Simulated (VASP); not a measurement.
Write the native input for VASP 6.6.1 that does the following.

```yaml
Task: single point
Functional: PBE
Potentials_or_basis: VASP PAW PBE potentials, release 64 (Pt)
Cutoff: 500 eV
k_mesh: 17 × 17 × 17
Occupations: fermi-dirac, width 0.05 eV
Spin: no spin polarisation
Dipole_correction: no
Further_INCAR_settings: ALGO = Normal; EDIFF = 1e-06; NBANDS = 11
```

The structure of Pt lies in POSCAR:

```
Pt
1.0
    0.0000000000      1.9930213853      1.9930213853
    1.9930213853      0.0000000000      1.9930213853
    1.9930213853      1.9930213853      0.0000000000
Pt
1
Direct
    0.0000000000      0.0000000000      0.0000000000
```

One way to write it, as run:

INCAR

```
SYSTEM = Pt
ALGO = Normal
EDIFF = 1E-6
ENCUT = 500
GGA = PE
GGA_COMPAT = .False.
ISIF = 2
ISMEAR = -1
LASPH = .True.
LCHARG = .False.
LREAL = .False.
LWAVE = .False.
NBANDS = 11
NELM = 120
PREC = Accurate
SIGMA = 0.05
```

KPOINTS

```
k-points
0
Gamma
  17 17 17
  0 0 0
```

Potentials or basis: VASP PAW PBE potentials, release 64 (Pt).

Command:

```bash
$ cat potpaw_PBE.64/Pt/POTCAR > POTCAR
$ mpirun -np 1 vasp_std > vasp.out
```

Results of the run:

* Pressure: -3.3 GPa
* Band gap on the k mesh: zero (bands 5 and 6 overlap by 2.00 eV)

Caveat: the cell stands under tension; spin-orbit coupling is left out, which moves the levels of the heavy elements.

Wall time 43 s on 1 thread of Intel Xeon 8259CL (shared host), peak memory 0.16 GiB.
